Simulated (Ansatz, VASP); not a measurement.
## SnGe2: VASP beside Ansatz

```xyz
6
Lattice="-2.7454 2.7454 4.4208 2.7454 -2.7454 4.4208 2.7454 2.7454 -4.4208" Properties=species:S:1:pos:R:3 pbc="T T T"
Sn    0.0000    2.7454    3.6840
Sn    0.0000    2.7454    0.7368
Ge    2.7454    0.0000    2.2104
Ge    0.0000    0.0000    5.8944
Ge    0.0000    0.0000    2.9472
Ge    0.0000    0.0000    0.0000
```

Alike in both runs: task relaxation of cell and atoms; functional PBE; k mesh 4 × 4 × 4; occupations gaussian, width 0.1 eV; no spin polarisation.

|  | VASP | Ansatz |
| --- | --- | --- |
| version | VASP 6.6.1 | Ansatz 0.2.0 |
| potentials or method | VASP PAW PBE potentials, release 64 (Sn_d, Ge_d), cutoff 600 eV | scalar-relativistic, plane waves, PAW |
| valence electrons in the cell | 84 | 84 |

|  | VASP | Ansatz | Ansatz less VASP |
| --- | --- | --- | --- |
| gap on the k mesh at the Fermi level, each at its own relaxed structure (eV) | none | none | - |
| relaxed volume (Å³/atom) | 22.32 | 22.34 | +0.023 |
| relaxed cell length with the largest relative difference (Å) | 5.943 | 5.937 | -0.0056 |

A gap of «none» marks a metal or a gap that the smearing closes.

The k mesh is coarse, so the values compare programs but aren't converged.
